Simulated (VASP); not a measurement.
# Ti in VASP: single point with PBE+U

Aim: the single point of Ti with PBE+U.

Program: VASP 6.6.1. These are calculated values, not measurements. Logs are shortened: lines on timing, memory, paths and dates and some standing lists are left out, and cuts for length are marked.

### 1 The cell of the first run

The cell holds a slab with vacuum, 6 atoms: a = 2.940 Å, b = 2.940 Å, c = 27.620 Å, α = 90.00°, β = 90.00°, γ = 120.00°.

### 2 Single point, PBE+U

INCAR reads:

```
ALGO     = Normal         # electronic algorithm
DIPOL    = 0.5 0.5 0.500
EDIFF    = 1E-6           # SCF threshold, eV
ENCUT    = 520            # plane-wave cutoff, eV
GGA      = PE             # functional
IDIPOL   = 3            
ISIF     = 2              # what is computed and relaxed
ISMEAR   = -4             # smearing method
LASPH    = True           # aspherical terms in the spheres
LCHARG   = False          # write CHGCAR
LDAU     = True           # DFT+U
LDAUJ    = 0            
LDAUL    = 2              # shell
LDAUPRINT= 1            
LDAUTYPE = 2            
LDAUU    = 1              # U, eV
LDIPOL   = True         
LMAXMIX  = 4              # l up to which the mixer works
LREAL    = False          # projectors in reciprocal space
LWAVE    = False          # write WAVECAR
NBANDS   = 45             # bands
NELM     = 150            # most SCF steps
PREC     = Accurate       # precision mode
SIGMA    = 0.1            # smearing width, eV
```

KPOINTS reads:

```
k-points
0
Gamma
  13 13 1
```

POSCAR reads:

```
Ti
1.0
    2.9399472392      0.0000000000      0.0000000000
   -1.4699736196      2.5460689949      0.0000000000
    0.0000000000      0.0000000000     27.6197000000
Ti
6
Direct
    0.8333333333      0.1666666667      0.2937321883
    0.1666666667      0.8333333333      0.3719441378
    0.8333333333      0.1666666667      0.4585747038
    0.1666666667      0.8333333333      0.5414253265
    0.8333333333      0.1666666667      0.6280558509
    0.1666666667      0.8333333333      0.7062677927
```

Potentials or basis: VASP PAW PBE potentials, release 64 (Ti_sv).

Run with:

```
> cat potpaw_PBE.64/Ti_sv/POTCAR > POTCAR
> mpirun -np 1 vasp_std > vasp.out
```

OUTCAR:

```text
EDIFF = 1E-6
   ENCUT = 520
   GGA = PE
   ISIF = 2
   ISMEAR = -4
   LASPH = True
   LREAL = False
   NELM = 150
   PREC = Accurate

 ion  position               nearest neighbor table
   1  0.833  0.167  0.294-   2 2.75   2 2.75   2 2.75
   2  0.167  0.833  0.372-   1 2.75   1 2.75   1 2.75
   3  0.833  0.167  0.459-   4 2.85   4 2.85   4 2.85
   4  0.167  0.833  0.541-   3 2.85   3 2.85   3 2.85
   5  0.833  0.167  0.628-   6 2.75   6 2.75   6 2.75
   6  0.167  0.833  0.706-   5 2.75   5 2.75   5 2.75

  LATTYP: Found a hexagonal cell.
 ALAT       =     2.9399472392
 C/A-ratio  =     9.3946243768

  Lattice vectors:

 A1 = (   2.9399472392,   0.0000000000,   0.0000000000)
 A2 = (  -1.4699736196,   2.5460689949,   0.0000000000)
 A3 = (   0.0000000000,   0.0000000000,  27.6197000000)

Analysis of symmetry for initial positions (statically):
=====================================================================
 Subroutine PRICEL returns:
 Original cell was already a primitive cell.

 Routine SETGRP: Setting up the symmetry group for a
 hexagonal supercell.

 Subroutine GETGRP returns: Found 12 space group operations
 (whereof  4 operations were pure point group operations)
 out of a pool of 24 trial point group operations.

The static configuration has the point symmetry C_2h.
 The point group associated with its full space group is D_3d.

Analysis of symmetry for dynamics (positions and initial velocities):
=====================================================================
 Subroutine PRICEL returns:
 Original cell was already a primitive cell.

 Routine SETGRP: Setting up the symmetry group for a
 hexagonal supercell.

 Subroutine GETGRP returns: Found 12 space group operations
 (whereof  4 operations were pure point group operations)
 out of a pool of 24 trial point group operations.

The dynamic configuration has the point symmetry C_2h.
 The point group associated with its full space group is D_3d.

 Subroutine INISYM returns: Found 12 space group operations
 (whereof  4 operations are pure point group operations),
 and found     1 'primitive' translations

----------------------------------------------------------------------------------------

                                     Primitive cell

  volume of cell :     206.7420

  direct lattice vectors                    reciprocal lattice vectors
     2.939947239  0.000000000  0.000000000     0.340142159  0.196381167  0.000000000
    -1.469973620  2.546068995  0.000000000     0.000000000  0.392762334  0.000000000
     0.000000000  0.000000000 27.619700000     0.000000000  0.000000000  0.036206041

  length of vectors
     2.939947239  2.939947239 27.619700000     0.392762334  0.392762334  0.036206041

  position of ions in fractional coordinates (direct lattice)
     0.833333333  0.166666667  0.293732188
     0.166666667  0.833333333  0.371944138
     0.833333333  0.166666667  0.458574704
     0.166666667  0.833333333  0.541425326
     0.833333333  0.166666667  0.628055851
     0.166666667  0.833333333  0.706267793

  ion indices of the primitive-cell ions
   primitive index   ion index
                 1           1
                 2           2
                 3           3
                 4           4
                 5           5
                 6           6

----------------------------------------------------------------------------------------

 KPOINTS: k-points

Automatic generation of k-mesh.
 Grid dimensions read from file:
 generate k-points for:   13   13    1

 Generating k-lattice:

  Cartesian coordinates                     Fractional coordinates (reciprocal lattice)
     0.026164781  0.015106244  0.000000000     0.076923077  0.000000000  0.000000000
     0.000000000  0.030212487  0.000000000     0.000000000  0.076923077  0.000000000
     0.000000000  0.000000000  0.036206041     0.000000000  0.000000000  1.000000000

  Length of vectors
     0.030212487  0.030212487  0.036206041

  Shift w.r.t. Gamma in fractional coordinates (k-lattice)
     0.000000000  0.000000000  0.000000000

 TETIRR: Found     91 inequivalent tetrahedra from     1014

 Subroutine IBZKPT returns following result:
 ===========================================

 Found     21 irreducible k-points:

 Following reciprocal coordinates:
            Coordinates               Weight
  0.000000  0.000000  0.000000      1.000000
  0.076923 -0.000000  0.000000      6.000000
  0.153846  0.000000  0.000000      6.000000
  0.230769  0.000000  0.000000      6.000000
  0.307692  0.000000  0.000000      6.000000
  0.384615 -0.000000  0.000000      6.000000
[... 13 lines left out ...]
  0.384615  0.230769  0.000000      6.000000
  0.307692  0.307692  0.000000      6.000000
   k-points           NKPTS =     21   k-points in BZ     NKDIM =     21   number of bands    NBANDS=     45
   number of dos      NEDOS =    301   number of ions     NIONS =      6
   total plane-waves  NPLWV = 120960
   dimension x,y,z NGX =    24 NGY =   24 NGZ =  210
   dimension x,y,z NGXF=    48 NGYF=   48 NGZF=  420
   ions per type =               6
   NGX,Y,Z   is equivalent  to a cutoff of  13.57, 13.57, 12.64 a.u.
   NGXF,Y,Z  is equivalent  to a cutoff of  27.14, 27.14, 25.28 a.u.
 SYSTEM =  unknown system
   PREC   = accura    normal or accurate (medium, high low for compatibility)
   ISTART =      0    job   : 0-new  1-cont  2-samecut
   ICHARG =      2    charge: 1-file 2-atom 10-const
   ISPIN  =      1    spin polarized calculation?
   LNONCOLLINEAR =      F non collinear calculations
   LSORBIT =      F    spin-orbit coupling
   LASPH  =      T    aspherical Exc in radial PAW
   ENCUT  =  520.0 eV  38.22 Ry    6.18 a.u.   5.47  5.47 51.35*2*pi/ulx,y,z
   NELM   =    150;   NELMIN=  2; NELMDL= -5     # of ELM steps
   EDIFF  = 0.1E-05   stopping-criterion for ELM
   LREAL  =      F    real-space projection
   EDIFFG = 0.1E-04   stopping-criterion for IOM
   NSW    =      0    number of steps for IOM
   IBRION =     -1    ionic relax: 0-MD 1-quasi-New 2-CG
   NFREE  =      0    steps in history (QN), initial steepest desc. (CG)
   ISIF   =      2    stress and relaxation
   ISYM   =      2    0-nonsym 1-usesym 2-fastsym
   POTIM  = 0.5000    time-step for ionic-motion
   TEBEG  =    0.0;   TEEND  =   0.0 temperature during run
   PSTRESS=    0.0 pullay stress
   NELECT =      72.0000    total number of electrons
   NUPDOWN=      -1.0000    fix difference up-down
   EMIN   =  10.00;   EMAX   =-10.00  energy-range for DOS
   EFERMI =   0.00;   METHOD = LEGACY
   ISMEAR =    -4;   SIGMA  =   0.10  broadening in eV -4-tet -1-fermi 0-gaus
   EFERMI_NEDOS =   21; number of points for ismear=-14 and -15
   IALGO  =     38    algorithm
   IMIX   =      4    mixing-type and parameters
     AMIX     =   0.40;   BMIX     =  1.00
     AMIX_MAG =   1.60;   BMIX_MAG =  1.00
  volume/ion in A,a.u.               =      34.46       232.53
  Fermi-wavevector in a.u.,A,eV,Ry     =   1.151797  2.176582 18.049997  1.326637
  Thomas-Fermi vector in A             =   2.288453
   LORBIT       =      0    0 simple, 1 ext, 2 COOP (PROOUT), +10 PAW based schemes
 LDA+U is selected, type is set to LDAUTYPE =  2
   angular momentum for each species LDAUL =     2
   U (eV)           for each species LDAUU =   1.0
   J (eV)           for each species LDAUJ =   0.0
   GGA     = PE    functional components
   LHFCALC =     F    Hartree Fock is set to
   AEXX    =    0.0000 exact exchange contribution
   IVDW    =     0    specifies the selected vdW correction
   LEPSILON=     F    determine dielectric tensor
   LRPA    =     F    only Hartree local field effects (RPA)
 non-spin polarized calculation
 Fermi weights with tetrahedron method witout Bloechl corrections
  energy-cutoff  :      520.00
  volume of cell :      206.74
 maximum number of plane-waves:      5683
 NGX is ok and might be reduce to    24
   NGX = 11   NGY = 11   NGZ =103

 dipolmoment           0.000000      0.000000      0.000000 electrons x Angstroem

atom =   1  type =  1  l = 2

 onsite density matrix

spin component  1

  0.2062  0.0000 -0.0000 -0.0319 -0.0000
  0.0000  0.1767  0.0000  0.0000 -0.0319
 -0.0000  0.0000  0.1790  0.0000 -0.0000
 -0.0319  0.0000  0.0000  0.1767 -0.0000
 -0.0000 -0.0319 -0.0000 -0.0000  0.2062

spin component  2

  0.2062  0.0000 -0.0000 -0.0319 -0.0000
  0.0000  0.1767  0.0000  0.0000 -0.0319
 -0.0000  0.0000  0.1790  0.0000 -0.0000
 -0.0319  0.0000  0.0000  0.1767 -0.0000
 -0.0000 -0.0319 -0.0000 -0.0000  0.2062
[... 166 lines left out ...]
 occupancies and eigenvectors

  o =  0.1563  v =  0.0000 -0.8427 -0.0000  0.0000 -0.5384  0.0000  0.0000  0.0000  0.0000  0.0000      0.0000  0.0000  0.0000  0.0000  0.0000  0.0000  0.0000  0.0000  0.0000  0.0000
  o =  0.1563  v =  0.0000  0.0000  0.0000  0.0000  0.0000  0.0000 -0.8427 -0.0000  0.0000 -0.5384      0.0000  0.0000  0.0000  0.0000  0.0000  0.0000  0.0000  0.0000  0.0000  0.0000
  o =  0.1563  v =  0.0000  0.0000  0.0000  0.0000  0.0000 -0.5384 -0.0000 -0.0000 -0.8427 -0.0000      0.0000  0.0000  0.0000  0.0000  0.0000  0.0000  0.0000  0.0000  0.0000  0.0000
  o =  0.1563  v = -0.5384 -0.0000 -0.0000 -0.8427 -0.0000  0.0000  0.0000  0.0000  0.0000  0.0000      0.0000  0.0000  0.0000  0.0000  0.0000  0.0000  0.0000  0.0000  0.0000  0.0000
  o =  0.1790  v = -0.0000  0.0000 -1.0000  0.0000 -0.0000  0.0000  0.0000  0.0000  0.0000  0.0000      0.0000  0.0000  0.0000  0.0000  0.0000  0.0000  0.0000  0.0000  0.0000  0.0000
  o =  0.1790  v =  0.0000  0.0000  0.0000  0.0000  0.0000 -0.0000  0.0000 -1.0000  0.0000 -0.0000      0.0000  0.0000  0.0000  0.0000  0.0000  0.0000  0.0000  0.0000  0.0000  0.0000
  o =  0.2266  v =  0.0000  0.5384  0.0000 -0.0000 -0.8427  0.0000  0.0000  0.0000  0.0000  0.0000      0.0000  0.0000  0.0000  0.0000  0.0000  0.0000  0.0000  0.0000  0.0000  0.0000
  o =  0.2266  v =  0.0000  0.0000  0.0000  0.0000  0.0000  0.0000  0.5384  0.0000 -0.0000 -0.8427      0.0000  0.0000  0.0000  0.0000  0.0000  0.0000  0.0000  0.0000  0.0000  0.0000
  o =  0.2266  v = -0.8427  0.0000  0.0000  0.5384 -0.0000  0.0000  0.0000  0.0000  0.0000  0.0000      0.0000  0.0000  0.0000  0.0000  0.0000  0.0000  0.0000  0.0000  0.0000  0.0000
  o =  0.2266  v =  0.0000  0.0000  0.0000  0.0000  0.0000 -0.8427  0.0000  0.0000  0.5384 -0.0000      0.0000  0.0000  0.0000  0.0000  0.0000  0.0000  0.0000  0.0000  0.0000  0.0000

 number of electron      71.9999992 magnetization

 dipolmoment           0.000000      0.000000     -0.000000 electrons x Angstroem

 Free energy of the ion-electron system (eV)
  ---------------------------------------------------
  ext. energy  EPLUGINS =         0.00000000
  ---------------------------------------------------
  free energy    TOTEN  =       -40.56211842 eV

  energy without entropy =      -40.56211842  energy(sigma->0) =      -40.56211842

 E-fermi :   2.1692     XC(G=0):  -6.5224

 val. band max:        2.1849558055   @ k =   0.3846   0.1538   0.0000
 cond. band min:       2.1843828248   @ k =   0.1538   0.0769   0.0000
 fundamental gap:     -0.0005729807
 Fermi energy:         2.1692450139

 k-point     1 :       0.0000    0.0000    0.0000
  band No.  band energies     occupation
      1     -55.0236      2.00000
      2     -55.0230      2.00000
      3     -54.9718      2.00000
      4     -54.8995      2.00000
      5     -54.8038      2.00000
      6     -54.8004      2.00000
[... 997 lines left out ...]
     44       3.6270      0.00000
     45       3.7046      0.00000

------------------------ aborting loop because EDIFF is reached ----------------------------------------

 vacuum level on the upper side and lower side of the slab       (xc-potential included)        -0.189        -0.188

  FORCE on cell =-STRESS in cart. coord.  units (eV):
  Direction    XX          YY          ZZ          XY          YZ          ZX
  --------------------------------------------------------------------------------------
  -------------------------------------------------------------------------------------
  Total        0.7067401      0.7067401      1.1993451      0.0000000      0.0000000     -0.0000000
  in kB        5.4769864      5.4769864      9.2945010      0.0000000      0.0000000     -0.0000000
  external PRESSURE =       6.7494913 kB  Pullay stress =       0.0000000 kB

 VOLUME and BASIS-vectors are now :
 -----------------------------------------------------------------------------
  energy-cutoff  :      520.00
  volume of cell :      206.74
      direct lattice vectors                 reciprocal lattice vectors
     2.939947239  0.000000000  0.000000000     0.340142159  0.196381167  0.000000000
    -1.469973620  2.546068995  0.000000000     0.000000000  0.392762334  0.000000000
     0.000000000  0.000000000 27.619700000     0.000000000  0.000000000  0.036206041

 POSITION                                       TOTAL-FORCE (eV/Angst)
 -----------------------------------------------------------------------------------
      2.20496      0.42434      8.11279        -0.000000      0.000000     -0.138328
     -0.73499      2.12172     10.27299         0.000000      0.000000      0.046429
      2.20496      0.42434     12.66570         0.000000      0.000000      0.008802
     -0.73499      2.12172     14.95401        -0.000000     -0.000000     -0.008802
      2.20496      0.42434     17.34671        -0.000000     -0.000000     -0.046429
     -0.73499      2.12172     19.50690         0.000000      0.000000      0.138328
 -----------------------------------------------------------------------------------
    total drift:                               -0.000002      0.000001      0.000014

  FREE ENERGIE OF THE ION-ELECTRON SYSTEM (eV)
  ---------------------------------------------------
  free  energy   TOTEN  =       -40.5621184224 eV

  energy  without entropy=      -40.5621184224  energy(sigma->0) =      -40.56211842

 vacuum level on the upper side and lower side of the slab         6.469         6.469
```

It took 3.6 min on 1 thread of Intel Xeon 6975P-C (Granite Rapids), shared host; peak memory 0.4 GiB.

Results:

```
Free energy            : -40.5621 eV
Largest force          : 0.138 eV/Å
Band gap on the k mesh : zero (bands 36 and 37 overlap by 1.08 eV)
```

Forces in eV/Å, atoms in the order of the input:
```
Ti   0.000  0.000 -0.138
Ti   0.000  0.000  0.046
Ti   0.000  0.000  0.009
Ti   0.000  0.000 -0.009
Ti   0.000  0.000 -0.046
Ti   0.000  0.000  0.138
```

Eigenvalues of the final occupation matrices:
```tsv
site	spin	trace	eigenvalues
site 1 d	1	0.94	0.16 0.16 0.18 0.23 0.23
site 1 d	2	0.94	0.16 0.16 0.18 0.23 0.23
site 2 d	1	0.94	0.17 0.17 0.19 0.19 0.22
site 2 d	2	0.94	0.17 0.17 0.19 0.19 0.22
site 3 d	1	0.93	0.15 0.15 0.20 0.20 0.22
site 3 d	2	0.93	0.15 0.15 0.20 0.20 0.22
site 4 d	1	0.93	0.15 0.15 0.20 0.20 0.22
site 4 d	2	0.93	0.15 0.15 0.20 0.20 0.22
site 5 d	1	0.94	0.17 0.17 0.19 0.19 0.22
site 5 d	2	0.94	0.17 0.17 0.19 0.19 0.22
site 6 d	1	0.94	0.16 0.16 0.18 0.23 0.23
site 6 d	2	0.94	0.16 0.16 0.18 0.23 0.23
```

Caveat: U without spin polarisation on a metal has little footing; the U is typed as a test and isn't derived for this compound.
